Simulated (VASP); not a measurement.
# H4C (I-43m) in VASP: single point with r2SCAN+rVV10

Aim: the single point of H4C with r2SCAN+rVV10.

Everything below comes from runs of VASP 6.6.1. Logs are shortened: lines on timing, memory, paths and dates and some standing lists are left out, and cuts for length are marked.

**1. The cell of the first run**

It takes space group I-43m (No. 217, cubic). Conventional cell: a = 4.505 Å, b = 4.505 Å, c = 4.505 Å, α = 90.00°, β = 90.00°, γ = 90.00°. Within 1.5 Å of H (site symmetry 3m) lie 1 C at 1.09 Å. Within 1.5 Å of C (site symmetry -43m) lie 4 H at 1.09 Å.

**2. Single point, r2SCAN+rVV10**

POSCAR reads:

```
H4C
1.0
   -2.2526877391      2.2526877391      2.2526877391
    2.2526877391     -2.2526877391      2.2526877391
    2.2526877391      2.2526877391     -2.2526877391
H C
4 1
Direct
    0.0000000000      0.0000000000      0.7209276364
    0.7209276364      0.0000000000      0.0000000000
    0.0000000000      0.7209276364      0.0000000000
    0.2790723636      0.2790723636      0.2790723636
    0.0000000000      0.0000000000      0.0000000000
```

INCAR.step1 reads:

```
SYSTEM = H4C
PREC = Accurate
ENCUT = 1430
ISMEAR = -1
SIGMA = 0.02
LREAL = .False.
LASPH = .True.
NELM = 120
NBANDS = 12
GGA = PE
ALGO = Normal
EDIFF = 1E-5
LWAVE = .True.
LCHARG = .False.
GGA_COMPAT = .False.
```

INCAR.step2 reads:

```
SYSTEM = H4C
PREC = Accurate
ENCUT = 1430
EDIFF = 1E-6
ISMEAR = -1
SIGMA = 0.02
LREAL = .False.
LASPH = .True.
NELM = 120
ALGO = Normal
ISIF = 2
LWAVE = .False.
LCHARG = .False.
METAGGA = R2SCAN
LMIXTAU = .True.
LUSE_VDW = .True.
IVDW_NL = 2
BPARAM = 11.95
CPARAM = 0.0093
NBANDS = 12
ISTART = 1
GGA_COMPAT = .False.
```

KPOINTS reads:

```
Automatic mesh
0
Gamma
  8 8 8
  0 0 0
```

Potentials or basis: VASP PAW PBE potentials, release 64 (H_h, C_h).

On the command line:

```console
> cat potpaw_PBE.64/H_h/POTCAR potpaw_PBE.64/C_h/POTCAR > POTCAR
> cp INCAR.step1 INCAR
> mpirun -np 1 vasp_std > vasp.out
> cp INCAR.step2 INCAR
> mpirun -np 1 vasp_std > vasp.out
```

OUTCAR:

```text
SYSTEM = H4C
   PREC = Accurate
   ENCUT = 1430
   EDIFF = 1E-6
   ISMEAR = -1
   LREAL = .False.
   LASPH = .True.
   NELM = 120
   ISIF = 2
   METAGGA = R2SCAN
   IVDW_NL = 2
   BPARAM = 11.95
   ISTART = 1

 ion  position               nearest neighbor table
   1  0.000  0.000  0.721-   5 1.09
   2  0.721  0.000  0.000-   5 1.09
   3  0.000  0.721  0.000-   5 1.09
   4  0.279  0.279  0.279-   5 1.09
   5  0.000  0.000  0.000-   1 1.09   2 1.09   3 1.09   4 1.09

  LATTYP: Found a body centered cubic cell.
 ALAT       =     4.5053754782

  Lattice vectors:

 A1 = (  -2.2526877391,   2.2526877391,   2.2526877391)
 A2 = (   2.2526877391,  -2.2526877391,   2.2526877391)
 A3 = (   2.2526877391,   2.2526877391,  -2.2526877391)

Analysis of symmetry for initial positions (statically):
=====================================================================
 Subroutine PRICEL returns:
 Original cell was already a primitive cell.

 Routine SETGRP: Setting up the symmetry group for a
 body centered cubic supercell.

 Subroutine GETGRP returns: Found 24 space group operations
 (whereof 24 operations were pure point group operations)
 out of a pool of 48 trial point group operations.

The static configuration has the point symmetry T_d .

Analysis of symmetry for dynamics (positions and initial velocities):
=====================================================================
 Subroutine PRICEL returns:
 Original cell was already a primitive cell.

 Routine SETGRP: Setting up the symmetry group for a
 body centered cubic supercell.

 Subroutine GETGRP returns: Found 24 space group operations
 (whereof 24 operations were pure point group operations)
 out of a pool of 48 trial point group operations.

The dynamic configuration has the point symmetry T_d .

 Subroutine INISYM returns: Found 24 space group operations
 (whereof 24 operations are pure point group operations),
 and found     1 'primitive' translations

----------------------------------------------------------------------------------------

                                     Primitive cell

  volume of cell :      45.7260

  direct lattice vectors                    reciprocal lattice vectors
    -2.252687739  2.252687739  2.252687739     0.000000000  0.221957083  0.221957083
     2.252687739 -2.252687739  2.252687739     0.221957083  0.000000000  0.221957083
     2.252687739  2.252687739 -2.252687739     0.221957083  0.221957083  0.000000000

  length of vectors
     3.901769618  3.901769618  3.901769618     0.313894717  0.313894717  0.313894717

  position of ions in fractional coordinates (direct lattice)
     0.000000000  0.000000000  0.720927636
     0.720927636  0.000000000  0.000000000
     0.000000000  0.720927636  0.000000000
     0.279072364  0.279072364  0.279072364
     0.000000000  0.000000000  0.000000000

  ion indices of the primitive-cell ions
   primitive index   ion index
                 1           1
                 2           2
                 3           3
                 4           4
                 5           5

----------------------------------------------------------------------------------------

 KPOINTS: Automatic mesh

Automatic generation of k-mesh.
 Grid dimensions read from file:
 generate k-points for:    8    8    8

 Generating k-lattice:

  Cartesian coordinates                     Fractional coordinates (reciprocal lattice)
     0.000000000  0.027744635  0.027744635     0.125000000  0.000000000  0.000000000
     0.027744635  0.000000000  0.027744635     0.000000000  0.125000000  0.000000000
     0.027744635  0.027744635  0.000000000     0.000000000  0.000000000  0.125000000

  Length of vectors
     0.039236840  0.039236840  0.039236840

  Shift w.r.t. Gamma in fractional coordinates (k-lattice)
     0.000000000  0.000000000  0.000000000

 Subroutine IBZKPT returns following result:
 ===========================================

 Found     29 irreducible k-points:

 Following reciprocal coordinates:
            Coordinates               Weight
  0.000000  0.000000  0.000000      1.000000
  0.125000  0.000000  0.000000     12.000000
  0.250000  0.000000  0.000000     12.000000
  0.375000  0.000000  0.000000     12.000000
  0.500000  0.000000  0.000000      6.000000
  0.125000  0.125000  0.000000     24.000000
[... 16 lines left out ...]
 -0.250000  0.250000  0.250000      6.000000
 -0.375000  0.375000  0.250000     24.000000
 [... further k-points ...]
   k-points           NKPTS =     29   k-points in BZ     NKDIM =     29   number of bands    NBANDS=     12
   number of dos      NEDOS =    301   number of ions     NIONS =      5
   total plane-waves  NPLWV = 110592
   dimension x,y,z NGX =    48 NGY =   48 NGZ =   48
   dimension x,y,z NGXF=    96 NGYF=   96 NGZF=   96
   ions per type =               4   1
   NGX,Y,Z   is equivalent  to a cutoff of  20.45, 20.45, 20.45 a.u.
   NGXF,Y,Z  is equivalent  to a cutoff of  40.90, 40.90, 40.90 a.u.
 SYSTEM =  H4C
   PREC   = accura    normal or accurate (medium, high low for compatibility)
   ISTART =      1    job   : 0-new  1-cont  2-samecut
   ICHARG =      0    charge: 1-file 2-atom 10-const
   ISPIN  =      1    spin polarized calculation?
   LNONCOLLINEAR =      F non collinear calculations
   LSORBIT =      F    spin-orbit coupling
   LASPH  =      T    aspherical Exc in radial PAW
   ENCUT  = 1430.0 eV 105.10 Ry   10.25 a.u.  12.03 12.03 12.03*2*pi/ulx,y,z
   NELM   =    120;   NELMIN=  2; NELMDL=  0     # of ELM steps
   EDIFF  = 0.1E-05   stopping-criterion for ELM
   LREAL  =      F    real-space projection
[... 7 lines left out ...]
   TEBEG  =    0.0;   TEEND  =   0.0 temperature during run
   PSTRESS=    0.0 pullay stress
   NELECT =       8.0000    total number of electrons
   NUPDOWN=      -1.0000    fix difference up-down
   EMIN   =  10.00;   EMAX   =-10.00  energy-range for DOS
   EFERMI =   0.00;   METHOD = LEGACY
   ISMEAR =    -1;   SIGMA  =   0.02  broadening in eV -4-tet -1-fermi 0-gaus
   EFERMI_NEDOS =   21; number of points for ismear=-14 and -15
   IALGO  =     38    algorithm
   IMIX   =      4    mixing-type and parameters
     AMIX     =   0.40;   BMIX     =  1.00
     AMIX_MAG =   1.60;   BMIX_MAG =  1.00
  volume/ion in A,a.u.               =       9.15        61.71
  Fermi-wavevector in a.u.,A,eV,Ry     =   0.915624  1.730278 11.406680  0.838367
  Thomas-Fermi vector in A             =   2.040387
   LORBIT       =      0    0 simple, 1 ext, 2 COOP (PROOUT), +10 PAW based schemes
   METAGGA = R2SCAN    functional components
   LHFCALC =     F    Hartree Fock is set to
   AEXX    =    0.0000 exact exchange contribution
   IVDW_NL    =     2    kernel type
   BPARAM     =11.9500
   IVDW    =     0    specifies the selected vdW correction
   LEPSILON=     F    determine dielectric tensor
   LRPA    =     F    only Hartree local field effects (RPA)
 non-spin polarized calculation
  energy-cutoff  :     1430.00
  volume of cell :       45.73
 maximum number of plane-waves:      5648
   NGX = 25   NGY = 25   NGZ = 25

 number of electron       8.0000000 magnetization

 Free energy of the ion-electron system (eV)
  ---------------------------------------------------
  ext. energy  EPLUGINS =         0.00000000
  ---------------------------------------------------
  free energy    TOTEN  =       -24.80897979 eV

  energy without entropy =      -24.80897979  energy(sigma->0) =      -24.80897979

 E-fermi :  -5.8171     XC(G=0):  -7.0559

 val. band max:       -6.2700215433   @ k =   0.0000   0.0000   0.0000
 cond. band min:       2.1446594588   @ k =   0.0000   0.0000   0.0000
 fundamental gap:      8.4146810021
 Fermi energy:        -5.8170652390

 k-point     1 :       0.0000    0.0000    0.0000
  band No.  band energies     occupation
      1     -15.5878      2.00000
      2      -6.2700      2.00000
      3      -6.2700      2.00000
      4      -6.2700      2.00000
      5       2.1447      0.00000
      6       7.0729      0.00000
      7       7.0729      0.00000
      8       7.0729      0.00000
      9      12.1489      0.00000
     10      12.1489      0.00000
     11      12.8094      0.00000
     12      12.8094      0.00000

 k-point     2 :       0.1250    0.0000    0.0000
  band No.  band energies     occupation
      1     -15.5213      2.00000
      2      -6.5088      2.00000
      3      -6.3480      2.00000
      4      -6.2750      2.00000
      5       2.4877      0.00000
      6       6.7547      0.00000
      7       6.9249      0.00000
      8       7.4869      0.00000
      9      10.7507      0.00000
     10      11.4387      0.00000
     11      13.5514      0.00000
     12      14.1112      0.00000

 k-point     3 :       0.2500    0.0000    0.0000
  band No.  band energies     occupation
      1     -15.3521      2.00000
      2      -7.0524      2.00000
      3      -6.5275      2.00000
      4      -6.2873      2.00000
      5       3.2653      0.00000
      6       6.1549      0.00000
      7       6.4903      0.00000
      8       8.6357      0.00000
      9      10.4387      0.00000
     10      11.0458      0.00000
     11      15.1919      0.00000
     12      15.3999      0.00000

 k-point     4 :       0.3750    0.0000    0.0000
  band No.  band energies     occupation
      1     -15.1686      2.00000
      2      -7.5662      2.00000
      3      -6.6959      2.00000
      4      -6.2998      2.00000
      5       3.8591      0.00000
      6       5.6894      0.00000
      7       6.3332      0.00000
      8      10.2508      0.00000
      9      10.9522      0.00000
     10      11.1265      0.00000
     11      13.2930      0.00000
     12      14.7406      0.00000

 k-point     5 :       0.5000    0.0000    0.0000
  band No.  band energies     occupation
      1     -15.0876      2.00000
      2      -7.7739      2.00000
      3      -6.7628      2.00000
      4      -6.3051      2.00000
      5       3.9816      0.00000
      6       5.5213      0.00000
      7       6.4871      0.00000
      8      11.1797      0.00000
      9      11.3067      0.00000
     10      11.6987      0.00000
     11      12.1638      0.00000
     12      14.0185      0.00000
[... 228 lines left out ...]
      1     -14.9618      2.00000
      2      -7.3854      2.00000
      3      -7.3854      2.00000
      4      -6.5813      2.00000
      5       5.4770      0.00000
      6       5.8016      0.00000
      7       5.8016      0.00000
      8       9.8811      0.00000
      9       9.8811      0.00000
     10      10.6548      0.00000
     11      14.6808      0.00000
     12      14.6808      0.00000

 k-point    22 :       0.2500    0.2500    0.2500
  band No.  band energies     occupation
      1     -15.0379      2.00000
      2      -7.0758      2.00000
      3      -7.0758      2.00000
      4      -7.0758      2.00000
      5       5.5568      0.00000
      6       5.5568      0.00000
      7       5.5568      0.00000
      8       9.1251      0.00000
      9      13.3579      0.00000
     10      13.3579      0.00000
     11      13.3579      0.00000
     12      14.6731      0.00000

 k-point    23 :      -0.2500    0.2500    0.2500
  band No.  band energies     occupation
      1     -15.1486      2.00000
      2      -7.0833      2.00000
      3      -6.8082      2.00000
      4      -6.8082      2.00000
      5       4.3118      0.00000
      6       6.8594      0.00000
      7       7.2481      0.00000
      8       7.2481      0.00000
      9       8.5027      0.00000
     10      11.3424      0.00000
     11      15.1125      0.00000
     12      16.7533      0.00000

 k-point    24 :      -0.3750    0.3750    0.2500
  band No.  band energies     occupation
      1     -14.9926      2.00000
      2      -7.4014      2.00000
      3      -6.9905      2.00000
      4      -6.8538      2.00000
      5       4.9747      0.00000
      6       5.9738      0.00000
      7       7.2265      0.00000
      8       7.8269      0.00000
      9       9.7877      0.00000
     10      10.4070      0.00000
     11      14.9374      0.00000
     12      15.6144      0.00000

 [... further k-points ...]

------------------------ aborting loop because EDIFF is reached ----------------------------------------

  FORCE on cell =-STRESS in cart. coord.  units (eV):
  Direction    XX          YY          ZZ          XY          YZ          ZX
  --------------------------------------------------------------------------------------
  -------------------------------------------------------------------------------------
  Total       -0.0003273     -0.0003273     -0.0003273     -0.0000000      0.0000000      0.0000000
  in kB       -0.0114697     -0.0114697     -0.0114697     -0.0000000      0.0000000      0.0000000
  external PRESSURE =      -0.0114697 kB  Pullay stress =       0.0000000 kB

 VOLUME and BASIS-vectors are now :
 -----------------------------------------------------------------------------
  energy-cutoff  :     1430.00
  volume of cell :       45.73
      direct lattice vectors                 reciprocal lattice vectors
    -2.252687739  2.252687739  2.252687739     0.000000000  0.221957083  0.221957083
     2.252687739 -2.252687739  2.252687739     0.221957083  0.000000000  0.221957083
     2.252687739  2.252687739 -2.252687739     0.221957083  0.221957083  0.000000000

 POSITION                                       TOTAL-FORCE (eV/Angst)
 -----------------------------------------------------------------------------------
      1.62402      1.62402     -1.62402        -0.006233     -0.006233      0.006233
     -1.62402      1.62402      1.62402         0.006233     -0.006233     -0.006233
      1.62402     -1.62402      1.62402        -0.006233      0.006233     -0.006233
      0.62866      0.62866      0.62866         0.006233      0.006233      0.006233
      0.00000      0.00000      0.00000        -0.000000      0.000000     -0.000000
 -----------------------------------------------------------------------------------
    total drift:                                0.000000      0.000000     -0.000000

  FREE ENERGIE OF THE ION-ELECTRON SYSTEM (eV)
  ---------------------------------------------------
  free  energy   TOTEN  =       -24.8089797908 eV

  energy  without entropy=      -24.8089797908  energy(sigma->0) =      -24.80897979
```

Run time: 4.2 min. Hardware: 1 thread of Intel Xeon Platinum 8375C at 2.90GHz (Ice Lake), shared host; peak memory 0.77 GiB.

Results:

```
Free energy            : -24.8090 eV
Pressure               : 0.0 GPa
Largest force          : 0.011 eV/Å
Band gap on the k mesh : 8.41 eV
```

Forces in eV/Å, atoms in the order of the input:
```
H   -0.006 -0.006  0.006
H    0.006 -0.006 -0.006
H   -0.006  0.006 -0.006
H    0.006  0.006  0.006
C    0.000  0.000  0.000
```

Caveat: the PAW data sets were made with another functional, which shifts forces and pressure a little. A k mesh can miss the band edges.
